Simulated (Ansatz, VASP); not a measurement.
**Two plane-wave programs on Si2Mo**

Contents of INCAR:

```
SYSTEM = Si2Mo
PREC = Accurate
ENCUT = 520
EDIFF = 1E-7
ISMEAR = 0
SIGMA = 0.1
LREAL = .FALSE.
LASPH = .TRUE.
NELM = 100
ALGO = Normal
ISIF = 2
LWAVE = .FALSE.
LCHARG = .FALSE.
GGA = PE
IVDW = 12
NBANDS = 18
```

KPOINTS

```
Automatic mesh
0
G
  8 8 8
  0 0 0
```

File POSCAR:

```
Si2Mo
1.0
   -1.6000000000      1.6000000000      3.9305000000
    1.6000000000     -1.6000000000      3.9305000000
    1.6000000000      1.6000000000     -3.9305000000
Si Mo
2 1
Direct
    0.3330000000      0.3330000000      0.0000000000
    0.6670000000      0.6670000000      0.0000000000
    0.0000000000      0.0000000000      0.0000000000
```

Input for Ansatz:

```yaml
crystal:
  lattice:
    - [-1.6, 1.6, 3.9305]
    - [1.6, -1.6, 3.9305]
    - [1.6, 1.6, -3.9305]
  atoms:
    - { symbol: Si, position: [0.333, 0.333, 0.0] }
    - { symbol: Si, position: [0.667, 0.667, 0.0] }
    - { symbol: Mo, position: [0.0, 0.0, 0.0] }
basis:
  ecutwfc: 420
kpoints:
  mp_grid: { grid: [8, 8, 8] }
hamiltonian:
  xc: pbe
  dispersion: d3bj
scf:
  occupations: { method: gaussian, width: 0.1 }
output:
  forces: true
  stress: true
  eigenvalues: true
```

Alike in both runs: task single point; functional PBE; dispersion D3(BJ); k mesh 8 × 8 × 8; occupations gaussian, width 0.1 eV; no spin polarisation.

|  | VASP | Ansatz |
| --- | --- | --- |
| version | VASP 6.6.1 | Ansatz 0.2.0 |
| potentials or method | VASP PAW PBE potentials, release 64 (Si, Mo_sv), cutoff 520 eV | scalar-relativistic, plane waves, PAW |
| valence electrons in the cell | 22 | 22 |

VASP gave:

| Quantity | Value |
| --- | --- |
| gap on the k mesh at the Fermi level (eV) | none |
| pressure (GPa) | -4.7 |
| traceless stress, the component that is largest in VASP (GPa) | -1.11 |
| rms of the force components (eV/Å) | 0.149 |

Which values does Ansatz return?

gap on the k mesh at the Fermi level (eV): none; pressure (GPa): -4.9; traceless stress, the component that is largest in VASP (GPa): -1.10; rms of the force components (eV/Å): 0.151.

Atom by atom the forces differ by 0.002 eV/Å (rms over components). A gap of «none» marks a metal or a gap that the smearing closes.
